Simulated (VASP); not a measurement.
# SiW6 in VASP: a series of runs

SiW6 is run at these levels: PBE+D3(BJ); tasks: single point.

All numbers are computed with VASP 6.6.1; they aren't measurements. Logs are shortened: lines on timing, memory, paths and dates and some standing lists are left out, and cuts for length are marked.

### 1 The cell of the first run

The cell holds a slab with vacuum, 7 atoms: a = 4.468 Å, b = 4.468 Å, c = 21.726 Å, α = 90.00°, β = 90.00°, γ = 120.00°.

### 2 Single point, PBE+D3(BJ)

INCAR

```
ALGO = Normal
DIPOL = 0.5 0.5 0.316
EDIFF = 1E-6
ENCUT = 520
GGA = PE
IDIPOL = 3
ISIF = 2
ISMEAR = 0
IVDW = 12
LASPH = T
LCHARG = T
LDIPOL = T
LELF = T
LREAL = F
LVACPOTAV = T
LVHAR = T
LWAVE = F
NBANDS = 53
NELM = 60
PREC = Accurate
SIGMA = 0.1
```

KPOINTS

```
k-points
0
Gamma
  6 6 1
```

POSCAR

```
SiW6
1.0
    4.4682526324      0.0000000000      0.0000000000
   -2.2341263162      3.8696202902      0.0000000000
    0.0000000000      0.0000000000     21.7259061349
W Si
6 1
Direct
    0.6666666667      0.3333333333      0.1841119986
    0.3333333333      0.6666666667      0.2260931360
    0.0000000000      0.0000000000      0.2680742733
    0.6666666667      0.3333333333      0.3070897866
    0.3333333333      0.6666666667      0.3466976876
    0.0000000000      0.0000000000      0.3832248047
    0.2222222222      0.6666666667      0.4982948038
```

Potentials or basis: VASP PAW PBE potentials, release 64 (W_sv, Si).

Command:

```sh
cat potpaw_PBE.64/W_sv/POTCAR potpaw_PBE.64/Si/POTCAR > POTCAR
mpirun -np 1 vasp_std > vasp.out
```

OUTCAR:

```text
EDIFF = 1E-6
   ENCUT = 520
   GGA = PE
   ISIF = 2
   ISMEAR = 0
   IVDW = 12
   LASPH = T
   LREAL = F
   NELM = 60
   PREC = Accurate
 IVDW          = 12

 ion  position               nearest neighbor table
   1  0.667  0.333  0.184-   4 2.67   2 2.74   2 2.74   2 2.74   3 3.16   3 3.16   3 3.16
   2  0.333  0.667  0.226-   5 2.62   3 2.74   3 2.74   3 2.74   1 2.74   1 2.74   1 2.74   4 3.12
                             4 3.12   4 3.12
   3  0.000  0.000  0.268-   6 2.50   4 2.72   4 2.72   4 2.72   2 2.74   2 2.74   2 2.74   5 3.09
                             5 3.09   5 3.09   1 3.16   1 3.16   1 3.16
   4  0.667  0.333  0.307-   1 2.67   3 2.72   3 2.72   3 2.72   5 2.72   5 2.72   5 2.72   6 3.06
                             6 3.06   6 3.06   2 3.12   2 3.12   2 3.12
   5  0.333  0.667  0.347-   2 2.62   6 2.70   6 2.70   6 2.70   4 2.72   4 2.72   4 2.72   3 3.09
                             3 3.09   3 3.09
   6  0.000  0.000  0.383-   3 2.50   5 2.70   5 2.70   5 2.70   4 3.06   4 3.06   4 3.06   7 3.31

   7  0.222  0.667  0.498-   6 3.31

  LATTYP: Found a hexagonal cell.
 ALAT       =     4.4682526324
 C/A-ratio  =     4.8622824004

  Lattice vectors:

 A1 = (   4.4682526324,   0.0000000000,   0.0000000000)
 A2 = (  -2.2341263162,   3.8696202902,   0.0000000000)
 A3 = (   0.0000000000,   0.0000000000,  21.7259061349)

Analysis of symmetry for initial positions (statically):
=====================================================================
 Subroutine PRICEL returns:
 Original cell was already a primitive cell.

 Routine SETGRP: Setting up the symmetry group for a
 hexagonal supercell.

 Subroutine GETGRP returns: Found  1 space group operations
 (whereof  1 operations were pure point group operations)
 out of a pool of 24 trial point group operations.

The static configuration has the point symmetry C_1 .

Analysis of symmetry for dynamics (positions and initial velocities):
=====================================================================
 Subroutine PRICEL returns:
 Original cell was already a primitive cell.

 Routine SETGRP: Setting up the symmetry group for a
 hexagonal supercell.

 Subroutine GETGRP returns: Found  1 space group operations
 (whereof  1 operations were pure point group operations)
 out of a pool of 24 trial point group operations.

The dynamic configuration has the point symmetry C_1 .

 Subroutine INISYM returns: Found  1 space group operations
 (whereof  1 operations are pure point group operations),
 and found     1 'primitive' translations

----------------------------------------------------------------------------------------

                                     Primitive cell

  volume of cell :     375.6505

  direct lattice vectors                    reciprocal lattice vectors
     4.468252632  0.000000000  0.000000000     0.223801133  0.129211644  0.000000000
    -2.234126316  3.869620290  0.000000000     0.000000000  0.258423288  0.000000000
     0.000000000  0.000000000 21.725906135     0.000000000  0.000000000  0.046028000

  length of vectors
     4.468252632  4.468252632 21.725906135     0.258423288  0.258423288  0.046028000

  position of ions in fractional coordinates (direct lattice)
     0.666666667  0.333333333  0.184111999
     0.333333333  0.666666667  0.226093136
     0.000000000  0.000000000  0.268074273
     0.666666667  0.333333333  0.307089787
     0.333333333  0.666666667  0.346697688
     0.000000000  0.000000000  0.383224805
     0.222222222  0.666666667  0.498294804

  ion indices of the primitive-cell ions
   primitive index   ion index
                 1           1
                 2           2
                 3           3
                 4           4
                 5           5
                 6           6
                 7           7

----------------------------------------------------------------------------------------

 KPOINTS: k-points

Automatic generation of k-mesh.
 Grid dimensions read from file:
 generate k-points for:    6    6    1

 Generating k-lattice:

  Cartesian coordinates                     Fractional coordinates (reciprocal lattice)
     0.037300189  0.021535274  0.000000000     0.166666667  0.000000000  0.000000000
     0.000000000  0.043070548  0.000000000     0.000000000  0.166666667  0.000000000
     0.000000000  0.000000000  0.046028000     0.000000000  0.000000000  1.000000000

  Length of vectors
     0.043070548  0.043070548  0.046028000

  Shift w.r.t. Gamma in fractional coordinates (k-lattice)
     0.000000000  0.000000000  0.000000000

 Subroutine IBZKPT returns following result:
 ===========================================

 Found     20 irreducible k-points:

 Following reciprocal coordinates:
            Coordinates               Weight
  0.000000  0.000000  0.000000      1.000000
  0.166667 -0.000000  0.000000      2.000000
  0.000000  0.166667  0.000000      2.000000
 -0.166667  0.166667  0.000000      2.000000
  0.333333 -0.000000  0.000000      2.000000
  0.000000  0.333333  0.000000      2.000000
[... 12 lines left out ...]
  0.500000 -0.166667  0.000000      2.000000
  0.333333  0.333333  0.000000      2.000000
   k-points           NKPTS =     20   k-points in BZ     NKDIM =     20   number of bands    NBANDS=     53
   number of dos      NEDOS =    301   number of ions     NIONS =      7
   total plane-waves  NPLWV = 209952
   dimension x,y,z NGX =    36 NGY =   36 NGZ =  162
   dimension x,y,z NGXF=    72 NGYF=   72 NGZF=  324
   ions per type =               6   1
   NGX,Y,Z   is equivalent  to a cutoff of  13.39, 13.39, 12.40 a.u.
   NGXF,Y,Z  is equivalent  to a cutoff of  26.79, 26.79, 24.79 a.u.
 SYSTEM =  unknown system
   PREC   = accura    normal or accurate (medium, high low for compatibility)
   ISTART =      0    job   : 0-new  1-cont  2-samecut
   ICHARG =      2    charge: 1-file 2-atom 10-const
   ISPIN  =      1    spin polarized calculation?
   LNONCOLLINEAR =      F non collinear calculations
   LSORBIT =      F    spin-orbit coupling
   LASPH  =      T    aspherical Exc in radial PAW
   ENCUT  =  520.0 eV  38.22 Ry    6.18 a.u.   8.31  8.31 40.40*2*pi/ulx,y,z
   NELM   =     60;   NELMIN=  2; NELMDL= -5     # of ELM steps
   EDIFF  = 0.1E-05   stopping-criterion for ELM
   LREAL  =      F    real-space projection
   EDIFFG = 0.1E-04   stopping-criterion for IOM
   NSW    =      0    number of steps for IOM
   IBRION =     -1    ionic relax: 0-MD 1-quasi-New 2-CG
   NFREE  =      0    steps in history (QN), initial steepest desc. (CG)
   ISIF   =      2    stress and relaxation
   ISYM   =      2    0-nonsym 1-usesym 2-fastsym
   POTIM  = 0.5000    time-step for ionic-motion
   TEBEG  =    0.0;   TEEND  =   0.0 temperature during run
   PSTRESS=    0.0 pullay stress
   NELECT =      88.0000    total number of electrons
   NUPDOWN=      -1.0000    fix difference up-down
   EMIN   =  10.00;   EMAX   =-10.00  energy-range for DOS
   EFERMI =   0.00;   METHOD = LEGACY
   ISMEAR =     0;   SIGMA  =   0.10  broadening in eV -4-tet -1-fermi 0-gaus
   EFERMI_NEDOS =   21; number of points for ismear=-14 and -15
   IALGO  =     38    algorithm
   IMIX   =      4    mixing-type and parameters
     AMIX     =   0.40;   BMIX     =  1.00
     AMIX_MAG =   1.60;   BMIX_MAG =  1.00
  volume/ion in A,a.u.               =      53.66       362.14
  Fermi-wavevector in a.u.,A,eV,Ry     =   1.009193  1.907099 13.857143  1.018471
  Thomas-Fermi vector in A             =   2.142107
   LORBIT       =      0    0 simple, 1 ext, 2 COOP (PROOUT), +10 PAW based schemes
   GGA     = PE    functional components
   LHFCALC =     F    Hartree Fock is set to
   AEXX    =    0.0000 exact exchange contribution
   IVDW    =    12    specifies the selected vdW correction
   LEPSILON=     F    determine dielectric tensor
   LRPA    =     F    only Hartree local field effects (RPA)
 non-spin polarized calculation
 Gauss-broadening in eV      SIGMA  =   0.10
  energy-cutoff  :      520.00
  volume of cell :      375.65
 maximum number of plane-waves:     10145
 NGX is ok and might be reduce to    36
   NGX = 17   NGY = 17   NGZ = 81

 dipolmoment           0.000000      0.000000     -0.284140 electrons x Angstroem

 number of electron      88.0000002 magnetization

 dipolmoment           0.000000      0.000000      0.079524 electrons x Angstroem

 Free energy of the ion-electron system (eV)
  ---------------------------------------------------
  ext. energy  EPLUGINS =         0.00000000
  ---------------------------------------------------
  free energy    TOTEN  =       -73.25508360 eV

  energy without entropy =      -73.21141385  energy(sigma->0) =      -73.23324873

 E-fermi :   0.2261     XC(G=0):  -5.2848

 val. band max:        0.2230467848   @ k =   0.1667   0.3333   0.0000
 cond. band min:       0.2314080044   @ k =  -0.1667   0.5000   0.0000
 fundamental gap:      0.0083612196
 Fermi energy:         0.2260930213

 k-point     1 :       0.0000    0.0000    0.0000
  band No.  band energies     occupation
      1     -73.7737      2.00000
      2     -73.6537      2.00000
      3     -73.6449      2.00000
      4     -73.5819      2.00000
      5     -73.4669      2.00000
      6     -73.3966      2.00000
[... 45 lines left out ...]
     52       2.6849      0.00000
     53       2.8073      0.00000

 k-point     2 :       0.1667   -0.0000    0.0000
  band No.  band energies     occupation
      1     -73.7650      2.00000
      2     -73.6588      2.00000
      3     -73.6431      2.00000
      4     -73.5785      2.00000
      5     -73.4724      2.00000
      6     -73.4002      2.00000
[... 45 lines left out ...]
     52       2.5895      0.00000
     53       2.8298      0.00000

 k-point     3 :       0.0000    0.1667    0.0000
  band No.  band energies     occupation
      1     -73.7650      2.00000
      2     -73.6588      2.00000
      3     -73.6431      2.00000
      4     -73.5785      2.00000
      5     -73.4724      2.00000
      6     -73.4002      2.00000
[... 45 lines left out ...]
     52       2.5480      0.00000
     53       2.7354      0.00000
[... 841 lines left out ...]
 k-point    19 :       0.5000   -0.1667    0.0000
  band No.  band energies     occupation
      1     -73.7311      2.00000
      2     -73.6807      2.00000
      3     -73.6377      2.00000
      4     -73.5651      2.00000
      5     -73.4926      2.00000
      6     -73.4116      2.00000
[... 45 lines left out ...]
     52       2.2204      0.00000
     53       2.4238      0.00000

 k-point    20 :       0.3333    0.3333    0.0000
  band No.  band energies     occupation
      1     -73.7232      2.00000
      2     -73.6861      2.00000
      3     -73.6369      2.00000
      4     -73.5623      2.00000
      5     -73.4969      2.00000
      6     -73.4136      2.00000
[... 45 lines left out ...]
     52       2.0191      0.00000
     53       2.2291      0.00000

------------------------ aborting loop because EDIFF is reached ----------------------------------------

 Edisp (eV)   -2.87086

 E8    (eV) :    -1.5051

  FORCE on cell =-STRESS in cart. coord.  units (eV):
  Direction    XX          YY          ZZ          XY          YZ          ZX
  --------------------------------------------------------------------------------------
  -------------------------------------------------------------------------------------
  Total      -8.41874    -8.31518    -8.04919     0.14280     0.07321     0.26319
  in kB     -35.90654   -35.46487   -34.33039     0.60905     0.31225     1.12253
  external pressure =      -35.23 kB  Pullay stress =        0.00 kB

 VOLUME and BASIS-vectors are now :
 -----------------------------------------------------------------------------
  energy-cutoff  :      520.00
  volume of cell :      375.65
      direct lattice vectors                 reciprocal lattice vectors
     4.468252632  0.000000000  0.000000000     0.223801133  0.129211644  0.000000000
    -2.234126316  3.869620290  0.000000000     0.000000000  0.258423288  0.000000000
     0.000000000  0.000000000 21.725906135     0.000000000  0.000000000  0.046028000

 POSITION                                       TOTAL-FORCE (eV/Angst)
 -----------------------------------------------------------------------------------
      2.23413      1.28987      4.00000         0.049515      0.011234      2.115104
     -0.00000      2.57975      4.91208        -0.033498     -0.003215     -0.940485
      0.00000      0.00000      5.82416         0.031244     -0.016201     -1.492158
      2.23413      1.28987      6.67180        -0.213098      0.029875     -0.392403
     -0.00000      2.57975      7.53232        -0.190055      0.032616      1.419662
      0.00000      0.00000      8.32591         0.380633     -0.112537      1.399089
     -0.49647      2.57975     10.82591        -0.024742      0.058228     -2.108809
 -----------------------------------------------------------------------------------
    total drift:                                0.000088      0.000002     -0.000387

  FREE ENERGIE OF THE ION-ELECTRON SYSTEM (eV)
  ---------------------------------------------------
  free  energy   TOTEN  =       -76.1259427539 eV

  energy  without entropy=      -76.0822730136  energy(sigma->0) =      -76.10410788

 vacuum level on the upper side and lower side of the slab         5.011         4.178
```

It took 15 min on 1 thread of Intel Xeon Platinum 8375C at 2.90GHz (Ice Lake), shared host; peak memory 0.66 GiB.

What came out:

| Item | Value |
| --- | --- |
| Free energy | -76.1259 eV |
| Largest force | 2.116 eV/Å |
| Band gap on the k mesh | zero (band 44 reaches 0.32 eV, above the bottom of band 45 at -0.04 eV) |
| Dispersion energy per atom | -0.410 eV |

Forces on the atoms (eV/Å):
```
W    0.050  0.011  2.115
W   -0.033 -0.003 -0.940
W    0.031 -0.016 -1.492
W   -0.213  0.030 -0.392
W   -0.190  0.033  1.420
W    0.381 -0.113  1.399
Si  -0.025  0.058 -2.109
```

Levels at points of the mesh, in eV from the Fermi level:
| k point | band 41 | band 42 | band 43 | band 44 | band 45 | band 46 | band 47 | band 48 |
| --- | --- | --- | --- | --- | --- | --- | --- | --- |
| (0.00, 0.00, 0.00) | -1.08 | -1.07 | -0.82 | -0.43 | 0.90 | 1.26 | 1.59 | 1.64 |
| (0.50, 0.00, 0.00) | -0.95 | -0.59 | -0.26 | 0.05 | 0.26 | 0.28 | 0.76 | 1.21 |
| (0.00, 0.50, 0.00) | -0.99 | -0.66 | -0.33 | 0.10 | 0.19 | 0.26 | 0.80 | 1.33 |
| (0.50, 0.50, 0.00) | -1.07 | -0.72 | -0.35 | 0.08 | 0.13 | 0.25 | 0.79 | 1.42 |

Caveat: spin-orbit coupling is left out, which moves the levels of the heavy elements.

(Part 1 of 2 ends here.)
